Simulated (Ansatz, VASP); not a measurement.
# One calculation of SbMo, two programs

```
Mo Sb
1.0
     0.00000    2.79645    2.79645
     2.79645    0.00000    2.79645
     2.79645    2.79645    0.00000
Mo Sb
1 1
Direct
  0.50000 0.50000 0.50000
  0.00000 0.00000 0.00000
```

Alike in both runs: task single point; functional PBE; k mesh 10 × 10 × 10; occupations gaussian, width 0.05 eV; no spin polarisation.

```csv
,VASP,Ansatz
version,VASP 6.6.1,Ansatz 0.2.0
potentials or method,"VASP PAW PBE potentials, release 64 (Mo_sv, Sb), cutoff 520 eV","scalar-relativistic, plane waves, PAW"
valence electrons in the cell,19,29
```

|  | VASP | Ansatz | Ansatz less VASP |
| --- | --- | --- | --- |
| gap on the k mesh at the Fermi level (eV) | none | none | - |
| pressure (GPa) | -4.5 | -4.5 | +0.06 |

A gap of «none» marks a metal or a gap that the smearing closes. With one functional, cell and mesh, what is left measures potentials, basis and numerics. VASP's potentials hold 19 valence electrons a cell and Ansatz's 29, so a difference there can come from the potentials and not from the codes.

Spin-orbit coupling is off throughout.
